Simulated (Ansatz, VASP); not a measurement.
# TeMo2: VASP beside Ansatz

```xyz
3
Lattice="4.8801 0.0000 0.0000 0.0000 2.9571 0.0000 0.0000 0.0000 4.9729" Properties=species:S:1:pos:R:3 pbc="T T T"
Te    0.0000    1.4785    2.4864
Mo    2.4401    1.4785    1.0724
Mo    2.4401    1.4785    3.9005
```

Alike in both runs: functional PBE; k mesh 6 × 5 × 4; occupations gaussian, width 0.2 eV; no spin polarisation.

Ansatz relaxed the structure, and its values are those at the end. VASP's run is a single point on that final structure, the one shown.

```csv
,VASP,Ansatz
version,VASP 6.6.1,Ansatz 0.2.0
potentials or method,"VASP PAW PBE potentials, release 64 (Te, Mo_sv), cutoff 500 eV","scalar-relativistic, plane waves, PAW"
valence electrons in the cell,34,44
```

VASP gave:

* gap on the k mesh at the Fermi level (eV): none
* pressure (GPa): 0.7
* rms of the force components (eV/Å): 0.159

Question: Which values does Ansatz return?

Answer: gap on the k mesh at the Fermi level (eV): none; pressure (GPa): 0.1; rms of the force components (eV/Å): 0.003.

A gap of «none» marks a metal or a gap that the smearing closes. The functional is the same, so the differences come from potentials, cutoffs and numerics. VASP's potentials hold 34 valence electrons a cell and Ansatz's 44, so a difference there can come from the potentials and not from the codes.

The k mesh is coarse, so the values compare programs but aren't converged. Spin-orbit coupling is off throughout.
